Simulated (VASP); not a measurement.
Wanted: the native input for a VASP 6.6.1 run.

| Item | Value |
| --- | --- |
| Task | relaxation of volume and atoms at fixed shape |
| Functional | LDA |
| Potentials or basis | VASP PAW LDA potentials, release 64 (Sr_sv, Ag) |
| Cutoff | 600 eV |
| k mesh | 5 × 5 × 5 |
| Occupations | gaussian, width 0.05 eV |
| Spin | no spin polarisation |
| Dipole correction | no |
| Further INCAR settings | ALGO = Normal; EDIFF = 1e-07; IBRION = 2; EDIFFG = -0.01; NSW = 80; ISIF = 8 |

The structure of Sr3Ag lies in POSCAR:

```
Sr3Ag
1.0
    5.4908750000      0.0000000000      0.0000000000
    0.0000000000      5.4908750000      0.0000000000
    0.0000000000      0.0000000000      5.4908750000
Sr Ag
3 1
Direct
    0.0000000000      0.5000000000      0.5000000000
    0.5000000000      0.0000000000      0.5000000000
    0.5000000000      0.5000000000      0.0000000000
    0.0000000000      0.0000000000      0.0000000000
```

The input as run:

INCAR

```
ALGO = Normal ; EDIFF = 1E-7
EDIFFG = -0.01 ; ENCUT = 600
GGA = CA ; IBRION = 2
ISIF = 8 ; ISMEAR = 0
LASPH = T ; LCHARG = F
LREAL = F ; LWAVE = F
NELM = 80 ; NSW = 80
PREC = Accurate ; SIGMA = 0.05
```

KPOINTS

```
k-points
0
Gamma
  5 5 5
```

Potentials or basis: VASP PAW LDA potentials, release 64 (Sr_sv, Ag).

Launch:

```bash
$ cat potpaw_LDA.64/Sr_sv/POTCAR potpaw_LDA.64/Ag/POTCAR > POTCAR
$ mpirun -np 1 vasp_std > vasp.out
```

Results of the run:

- Relaxed volume: 36.19 Å³/atom
- Relaxed cell: a = 5.251 Å, b = 5.251 Å, c = 5.251 Å, α = 90.00°, β = 90.00°, γ = 90.00°
- Space group after relaxing (to 0.05 Å): Pm-3m (No. 221)
- Energy gained by relaxing: 37.9 meV/atom
- Ionic steps: 4
- Pressure after relaxing: 0.0 GPa

It took 5.6 min on 1 thread of AMD EPYC 7R13, with other jobs on the host, peak memory 0.25 GiB.
